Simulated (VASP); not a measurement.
# W16N (a cell with a defect) in VASP: notebook, part 2 of 2

VASP 6.6.1. The steps go on from the part before.

### 3 Single point, PBEsol

Contents of INCAR:

```
PREC     = Accurate       # precision mode
ENCUT    = 520            # plane-wave cutoff, eV
EDIFF    = 1E-6           # SCF threshold, eV
ISMEAR   = -1             # smearing method
SIGMA    = 0.1            # smearing width, eV
LREAL    = Auto         
LASPH    = True           # aspherical terms in the spheres
NELM     = 80             # most SCF steps
ALGO     = Normal         # electronic algorithm
ISIF     = 2              # what is computed and relaxed
LWAVE    = False          # write WAVECAR
LCHARG   = False          # write CHGCAR
GGA      = PS             # functional
NBANDS   = 128            # bands
```

Contents of KPOINTS:

```
regular mesh
0
Gamma
  3 3 3
```

Contents of POSCAR:

```
W16N
1.0
    6.3200000000      0.0000000000      0.0000000000
    0.0000000000      6.3200000000      0.0000000000
    0.0000000000      0.0000000000      6.3200000000
W N
16 1
Direct
   -0.0017642405     -0.0004408228     -0.0065305380
    0.5014537975     -0.0004294304     -0.0065528481
   -0.0455395570      0.4996020570     -0.0064990506
    0.0052715190     -0.0003528481      0.4937382911
    0.2498254747      0.2500738924      0.2430148734
    0.5451939873      0.4996132911     -0.0064270570
    0.4944207278     -0.0003555380      0.4937098101
    0.7498579114      0.2406356013      0.2521422468
   -0.0018599684      0.4995435127      0.4934531646
    0.2498261076      0.7493068038      0.2431886076
    0.2498297468      0.2502172468      0.7441125000
    0.5015485759      0.4995381329      0.4934943038
    0.7498534810      0.7584161392      0.2522099684
    0.7498607595      0.2408973101      0.7347109177
    0.2498314873      0.7487781646      0.7440643987
    0.7498579114      0.7583094937      0.7346454114
    0.2498276899      0.4996303797     -0.0061376582
```

Potentials or basis: VASP PAW PBE potentials, release 64 (W_sv, N).

Launch:

```
cat potpaw_PBE.64/W_sv/POTCAR potpaw_PBE.64/N/POTCAR > POTCAR
mpirun -np 1 vasp_std > vasp.out
```

OUTCAR:

```text
PREC = Accurate
   ENCUT = 520
   EDIFF = 1E-6
   ISMEAR = -1
   LREAL = Auto
   LASPH = True
   NELM = 80
   ISIF = 2
   GGA = PS

 ion  position               nearest neighbor table
   1  0.998  1.000  0.993-   8 2.73  13 2.73  16 2.73  14 2.73  10 2.74  11 2.74   5 2.74  15 2.74
                             2 3.14   4 3.16   4 3.16   3 3.17   3 3.17   2 3.18
   2  0.501  1.000  0.993-   8 2.73  13 2.73  14 2.73  16 2.73  11 2.74  10 2.74   5 2.74  15 2.74
                             1 3.14   7 3.16   7 3.16   6 3.17   6 3.17   1 3.18
   3  0.954  0.500  0.994-  17 1.87   6 2.59  14 2.65  13 2.65  16 2.65   8 2.65  15 2.91  11 2.91
                             5 2.91  10 2.91   9 3.17   1 3.17   9 3.17   1 3.17
   4  0.005  1.000  0.494-  14 2.69  16 2.69   8 2.69  13 2.69  10 2.72  11 2.72   5 2.72  15 2.72
                             7 3.09   1 3.16   9 3.16   9 3.16   1 3.16   7 3.23
   5  0.250  0.250  0.243-  17 2.23   4 2.72   7 2.72   9 2.74   1 2.74  12 2.74   2 2.74   6 2.91
                             3 2.91  11 3.15  10 3.16   8 3.16   8 3.16  10 3.16  11 3.17
   6  0.545  0.500  0.994-  17 1.87   3 2.59  13 2.65   8 2.65  14 2.65  16 2.65  15 2.91  11 2.91
                             5 2.91  10 2.91  12 3.17   2 3.17   2 3.17  12 3.17
   7  0.494  1.000  0.494-  14 2.69  16 2.69   8 2.69  13 2.69  10 2.72  11 2.72   5 2.72  15 2.72
                             4 3.09   2 3.16  12 3.16  12 3.16   2 3.16   4 3.23
   8  0.750  0.241  0.252-   6 2.65   3 2.65   7 2.69   4 2.69   1 2.73   2 2.73   9 2.73  12 2.73
                            13 3.05  14 3.05   5 3.16   5 3.16  14 3.27  13 3.27
   9  0.998  0.500  0.493-  14 2.73  16 2.73  13 2.73   8 2.73  15 2.74   5 2.74  11 2.74  10 2.74
                            12 3.14   4 3.16   4 3.16   3 3.17   3 3.17  12 3.18
  10  0.250  0.749  0.243-  17 2.23   4 2.72   7 2.72   1 2.74   2 2.74   9 2.74  12 2.74   6 2.91
                             3 2.91  15 3.15   5 3.16  13 3.16  13 3.16   5 3.16  15 3.17
  11  0.250  0.250  0.744-  17 2.23   4 2.72   7 2.72   2 2.74   1 2.74  12 2.74   9 2.74   3 2.91
                             6 2.91  15 3.15   5 3.15  14 3.16  14 3.16   5 3.17  15 3.17
  12  0.502  0.500  0.493-  14 2.73  16 2.73  13 2.73   8 2.73  15 2.74  11 2.74   5 2.74  10 2.74
                             9 3.14   7 3.16   7 3.16   6 3.17   6 3.17   9 3.18
  13  0.750  0.758  0.252-   6 2.65   3 2.65   7 2.69   4 2.69   1 2.73   2 2.73   9 2.73  12 2.73
                             8 3.05  16 3.05  10 3.16  10 3.16  16 3.27   8 3.27
  14  0.750  0.241  0.735-   3 2.65   6 2.65   4 2.69   7 2.69  12 2.73   9 2.73   2 2.73   1 2.73
                             8 3.05  16 3.05  11 3.16  11 3.16  16 3.27   8 3.27
  15  0.250  0.749  0.744-  17 2.23   4 2.72   7 2.72  12 2.74   9 2.74   1 2.74   2 2.74   3 2.91
                             6 2.91  11 3.15  10 3.15  16 3.16  16 3.16  10 3.17  11 3.17
  16  0.750  0.758  0.735-   3 2.65   6 2.65   4 2.69   7 2.69  12 2.73   9 2.73   1 2.73   2 2.73
                            13 3.05  14 3.05  15 3.16  15 3.16  14 3.27  13 3.27
  17  0.250  0.500  0.994-   6 1.87   3 1.87   5 2.23  15 2.23  10 2.23  11 2.23

  LATTYP: Found a simple cubic cell.
 ALAT       =     6.3200000000

  Lattice vectors:

 A1 = (   6.3200000000,   0.0000000000,   0.0000000000)
 A2 = (   0.0000000000,   6.3200000000,   0.0000000000)
 A3 = (   0.0000000000,   0.0000000000,   6.3200000000)

Analysis of symmetry for initial positions (statically):
=====================================================================
 Subroutine PRICEL returns:
 Original cell was already a primitive cell.

 Routine SETGRP: Setting up the symmetry group for a
 simple cubic supercell.

 Subroutine GETGRP returns: Found  1 space group operations
 (whereof  1 operations were pure point group operations)
 out of a pool of 48 trial point group operations.

The static configuration has the point symmetry C_1 .

[... 118 lines left out ...]
   ions per type =              16   1
   NGX,Y,Z   is equivalent  to a cutoff of  12.63, 12.63, 12.63 a.u.
   NGXF,Y,Z  is equivalent  to a cutoff of  25.25, 25.25, 25.25 a.u.
 SYSTEM =  unknown system
   PREC   = accura    normal or accurate (medium, high low for compatibility)
   ISTART =      0    job   : 0-new  1-cont  2-samecut
   ICHARG =      2    charge: 1-file 2-atom 10-const
   ISPIN  =      1    spin polarized calculation?
   LNONCOLLINEAR =      F non collinear calculations
   LSORBIT =      F    spin-orbit coupling
   LASPH  =      T    aspherical Exc in radial PAW
   ENCUT  =  520.0 eV  38.22 Ry    6.18 a.u.  11.75 11.75 11.75*2*pi/ulx,y,z
   NELM   =     80;   NELMIN=  2; NELMDL= -5     # of ELM steps
   EDIFF  = 0.1E-05   stopping-criterion for ELM
   LREAL  =      T    real-space projection
   EDIFFG = 0.1E-04   stopping-criterion for IOM
   NSW    =      0    number of steps for IOM
   IBRION =     -1    ionic relax: 0-MD 1-quasi-New 2-CG
   NFREE  =      0    steps in history (QN), initial steepest desc. (CG)
   ISIF   =      2    stress and relaxation
   ISYM   =      2    0-nonsym 1-usesym 2-fastsym
   POTIM  = 0.5000    time-step for ionic-motion
   TEBEG  =    0.0;   TEEND  =   0.0 temperature during run
   PSTRESS=    0.0 pullay stress
   NELECT =     229.0000    total number of electrons
   NUPDOWN=      -1.0000    fix difference up-down
   EMIN   =  10.00;   EMAX   =-10.00  energy-range for DOS
   EFERMI =   0.00;   METHOD = LEGACY
   ISMEAR =    -1;   SIGMA  =   0.10  broadening in eV -4-tet -1-fermi 0-gaus
   EFERMI_NEDOS =   21; number of points for ismear=-14 and -15
   IALGO  =     38    algorithm
   IMIX   =      4    mixing-type and parameters
     AMIX     =   0.40;   BMIX     =  1.00
     AMIX_MAG =   1.60;   BMIX_MAG =  1.00
  volume/ion in A,a.u.               =      14.85       100.21
  Fermi-wavevector in a.u.,A,eV,Ry     =   1.584782  2.994804 34.171502  2.511535
  Thomas-Fermi vector in A             =   2.684347
   LORBIT       =      0    0 simple, 1 ext, 2 COOP (PROOUT), +10 PAW based schemes
   GGA     = PS    functional components
   LHFCALC =     F    Hartree Fock is set to
   AEXX    =    0.0000 exact exchange contribution
   IVDW    =     0    specifies the selected vdW correction
   LEPSILON=     F    determine dielectric tensor
   LRPA    =     F    only Hartree local field effects (RPA)
 non-spin polarized calculation
  energy-cutoff  :      520.00
  volume of cell :      252.44
 maximum number of plane-waves:      6859
   NGX = 23   NGY = 23   NGZ = 23

 number of electron     228.9999993 magnetization

 Free energy of the ion-electron system (eV)
  ---------------------------------------------------
  ext. energy  EPLUGINS =         0.00000000
  ---------------------------------------------------
  free energy    TOTEN  =      -228.12482273 eV

  energy without entropy =     -227.84524636  energy(sigma->0) =     -227.98503455

 E-fermi :  11.7685     XC(G=0): -13.9032

 val. band max:       11.7294926250   @ k =   0.0000  -0.3333   0.3333
 cond. band min:      11.7709997016   @ k =   0.0000  -0.3333   0.3333
 fundamental gap:      0.0415070766
 Fermi energy:        11.7684528003

 k-point     1 :       0.0000    0.0000    0.0000
  band No.  band energies     occupation
      1     -62.5737      2.00000
      2     -62.5411      2.00000
      3     -62.5400      2.00000
      4     -62.5311      2.00000
      5     -62.4661      2.00000
      6     -62.3955      2.00000
[... 1795 lines left out ...]
    125      13.4864      0.00000
    126      13.7350      0.00000
 [bands above 126 left out]

------------------------ aborting loop because EDIFF is reached ----------------------------------------

  FORCE on cell =-STRESS in cart. coord.  units (eV):
  Direction    XX          YY          ZZ          XY          YZ          ZX
  --------------------------------------------------------------------------------------
  -------------------------------------------------------------------------------------
  Total       28.6250426      7.3011563      7.2848416      0.0001104      0.0041133      0.0033076
  in kB      181.6793172     46.3394627     46.2359157      0.0007006      0.0261064      0.0209929
  external PRESSURE =      91.4182319 kB  Pullay stress =       0.0000000 kB

 VOLUME and BASIS-vectors are now :
 -----------------------------------------------------------------------------
  energy-cutoff  :      520.00
  volume of cell :      252.44
      direct lattice vectors                 reciprocal lattice vectors
     6.320000000  0.000000000  0.000000000     0.158227848  0.000000000  0.000000000
     0.000000000  6.320000000  0.000000000     0.000000000  0.158227848  0.000000000
     0.000000000  0.000000000  6.320000000     0.000000000  0.000000000  0.158227848

 POSITION                                       TOTAL-FORCE (eV/Angst)
 -----------------------------------------------------------------------------------
      6.30885      6.31721      6.27873        -0.002135      0.000352      0.007342
      3.16919      6.31729      6.27859         0.001056     -0.000483      0.008685
      6.03219      3.15749      6.27893        -0.109320      0.001842      0.009529
      0.03332      6.31777      3.12043         0.036886     -0.007120     -0.022183
      1.57890      1.58047      1.53585         0.002302     -0.023929      0.030270
      3.44563      3.15756      6.27938         0.112778      0.000537      0.003057
[... 9 lines left out ...]
      4.73910      4.79252      4.64296        -0.003588      0.003940      0.008109
      1.57891      3.15766      6.28121        -0.000016     -0.000786     -0.010066
 -----------------------------------------------------------------------------------
    total drift:                                0.000266      0.001242      0.009283

  FREE ENERGIE OF THE ION-ELECTRON SYSTEM (eV)
  ---------------------------------------------------
  free  energy   TOTEN  =      -228.1248227334 eV

  energy  without entropy=     -227.8452463590  energy(sigma->0) =     -227.98503455
```

Wall time 21 min (1 thread of Intel Xeon Platinum 8259CL at 2.50GHz (Skylake/Cascade Lake), shared host); peak memory 0.48 GiB.

What came out:

```yaml
Free_energy: -228.1248 eV
Pressure: 9.1 GPa
Largest_force: 0.113 eV/Å
Band_gap_on_the_k_mesh: zero (an odd number of electrons rules out a gap without spin polarisation)
```

Forces on the atoms (eV/Å):
```
W   -0.002  0.000  0.007
W    0.001  0.000  0.009
W   -0.109  0.002  0.010
W    0.037 -0.007 -0.022
W    0.002 -0.024  0.030
W    0.113  0.001  0.003
W   -0.037 -0.007 -0.019
W   -0.002  0.019  0.013
W    0.006  0.005  0.002
W    0.002  0.009  0.017
W    0.003 -0.041 -0.032
W   -0.007  0.005 -0.001
W   -0.001 -0.007  0.010
W   -0.004 -0.009  0.002
W    0.002  0.051 -0.028
W   -0.004  0.004  0.008
N    0.000 -0.001 -0.010
```

Stress tensor (GPa, compression positive):
```
18.17  0.00  0.00
 0.00  4.63  0.00
 0.00  0.00  4.62
```

Caveat: the PAW data sets were made with another functional, which shifts forces and pressure a little; spin-orbit coupling is left out, which moves the levels of the heavy elements.

The gap in the log of VASP goes by the Fermi energy; the results here count the filled bands.